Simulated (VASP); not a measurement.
# Al4N5: single point with PBE

Al4N5, a slab with vacuum:

```
CELL_PARAMETERS angstrom
6.25954 0.00000 0.00000
0.00000 5.01730 0.00000
0.00000 0.00000 20.16203
ATOMIC_POSITIONS crystal
Al 0.00000 0.99827 0.19839
Al 0.50000 0.99827 0.19839
Al 0.25000 0.49827 0.24320
Al 0.75000 0.49827 0.24320
Al 0.25000 0.99152 0.33819
Al 0.75000 0.99152 0.33819
Al 0.00000 0.46243 0.36571
Al 0.50000 0.46243 0.36571
N 0.00000 0.61673 0.19839
N 0.50000 0.61673 0.19839
N 0.25000 0.11673 0.24320
N 0.75000 0.11673 0.24320
N 0.25000 0.61437 0.33697
N 0.75000 0.61437 0.33697
N 0.00000 0.11123 0.37506
N 0.50000 0.11123 0.37506
N 0.16667 0.94456 0.59162
N 0.16667 0.94456 0.64629
```

```json
{
  "Program": "VASP 6.6.1",
  "Task": "single point",
  "Functional": "PBE",
  "Potentials or basis": "VASP PAW PBE potentials, release 64 (Al, N)",
  "Cutoff": "520 eV",
  "k mesh": "5 × 6 × 1",
  "Occupations": "gaussian, width 0.05 eV",
  "Spin": "no spin polarisation"
}
```

```json
{"Largest force": "2.823 eV/Å", "Band gap on the k mesh": "1.38 eV (least direct gap 1.40 eV)"}
```

Forces on the atoms (eV/Å):
```
Al   0.000 -1.629  2.306
Al   0.000 -1.629  2.305
Al   0.000  0.796 -1.939
Al   0.000  0.795 -1.941
Al  -0.004 -0.008  0.017
Al   0.004 -0.005  0.010
Al   0.004  0.025 -0.009
Al  -0.004  0.027 -0.015
N    0.000  0.716  0.774
N    0.000  0.716  0.774
N    0.000  0.115 -1.127
N   -0.001  0.115 -1.127
N    0.001 -0.014  0.009
N   -0.002 -0.013  0.013
N   -0.005  0.001 -0.029
N    0.004 -0.001 -0.021
N    0.002 -0.014 -1.747
N   -0.001  0.009  1.748
```

Levels at points of the mesh, in eV from the valence-band top:
```csv
k point,band 34,band 35,band 36,band 37,band 38,band 39,band 40,band 41
"(0.00, 0.00, 0.00)",-0.69,-0.24,-0.08,-0.03,1.38,2.97,2.99,3.11
"(0.00, 0.50, 0.00)",-0.46,-0.41,-0.26,0.00,1.90,2.92,3.01,3.14
```

Run time: 28 min on 1 thread of Oxide Virtual Turin-like Processor, with other jobs on the host, peak memory 0.72 GiB.

Caveat: the standard files for N, O and F lose accuracy on very short bonds.
